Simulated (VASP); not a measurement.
Input of a VASP 6.6.1 run:

File INCAR:

```
  PREC = Accurate
  ENCUT = 520
  EDIFF = 1E-8
  ISMEAR = -1
  SIGMA = 0.03
  LREAL = False
  LASPH = True
  NELM = 80
  ALGO = Normal
  ISIF = 2
  LWAVE = False
  LCHARG = False
  GGA = PE
  LEFG = True
  NBANDS = 14
```

File KPOINTS:

```
regular mesh
0
Gamma
  9 9 9
```

File POSCAR:

```
NaCl
1.0
    2.8408047908      0.0000000000      0.0000000000
    0.0000000000      2.8408047908      0.0000000000
    0.0000000000      0.0000000000      2.8408047908
Na Cl
1 1
Direct
    0.0000000000      0.0000000000      0.0000000000
    0.5000000000      0.5000000000      0.5000000000
```

Potentials or basis: VASP PAW PBE potentials, release 64 (Na_pv, Cl).

The run is started by

```bash
$ cat potpaw_PBE.64/Na_pv/POTCAR potpaw_PBE.64/Cl/POTCAR > POTCAR
$ mpirun -np 1 vasp_std > vasp.out
```

(1) Predict the pressure.

(2) Predict the band gap on the k mesh.

## Answers

(1) 70.5 GPa.

(2) 4.69 eV, direct.

Caveat: without QUAD_EFG the Cq values of the log hold for a quadrupole moment of 1 mb, not for the nuclei.
